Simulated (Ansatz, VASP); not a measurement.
## Al2GaP2: VASP beside Ansatz

```xyz
5
Lattice="-2.3150 2.3150 4.5022 2.3150 -2.3150 4.5022 2.3150 2.3150 -4.5022" Properties=species:S:1:pos:R:3 pbc="T T T"
Al    0.0000    0.0000    3.1832
Al    0.0000    0.0000    5.8211
Ga    0.0000    0.0000    0.0000
P     0.0000    2.3150    2.2511
P     2.3150    0.0000    2.2511
```

Change from the starting cell: species swapped into the TmSi2Os2 type (I4/mmm, No. 139).

Alike in both runs: functional PBE; k mesh 12 × 12 × 12; occupations gaussian, width 0.1 eV; no spin polarisation.

Ansatz relaxed the structure, and its values are those at the end. VASP's run is a single point on that final structure, the one shown.

```csv
,VASP,Ansatz
version,VASP 6.6.1,Ansatz 0.2.0
potentials or method,"VASP PAW PBE potentials, release 64 (Al, Ga_d, P), cutoff 520 eV","scalar-relativistic, plane waves, PAW"
valence electrons in the cell,29,29
```

```tsv
	VASP	Ansatz	Ansatz less VASP
gap on the k mesh at the Fermi level (eV)	none	none	-
pressure (GPa)	-0.1	0.0	+0.05
```

A gap of «none» marks a metal or a gap that the smearing closes.
